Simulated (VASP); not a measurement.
In2Au: vibrations by perturbation theory with PBEsol

In2Au:

```xyz
3
Lattice="0.0000 3.2706 3.2706 3.2706 0.0000 3.2706 3.2706 3.2706 0.0000" Properties=species:S:1:pos:R:3 pbc="T T T"
In    1.6353    1.6353    1.6353
In    4.9059    4.9059    4.9059
Au    0.0000    0.0000    0.0000
```

```
Program                : VASP 6.6.1
Task                   : vibrations by perturbation theory
Functional             : PBEsol
Potentials or basis    : VASP PAW PBE potentials, release 64 (In_d, Au)
Cutoff                 : 520 eV
k mesh                 : 12 × 12 × 12
Occupations            : fermi-dirac, width 0.15 eV
Spin                   : no spin polarisation
Dipole correction      : no
Further INCAR settings : ALGO = Normal; EDIFF = 1e-08; NBANDS = 26; IBRION = 8; NSW = 1
```

```yaml
Highest_phonon_frequency_at_Γ_LO-TO_splitting_left_out: 120 cm⁻¹
```

Phonon frequencies in cm⁻¹ (negative: imaginary):
```tsv
q point	frequencies
(0.000, 0.000, 0.000)	0 0 0 116 116 116 120 120 120
```

Run time: 20 min on 1 thread of Intel(R) Xeon(R) Platinum 8375C CPU @ 2.90GHz (Ice Lake) (shared host), peak memory 1 GiB.
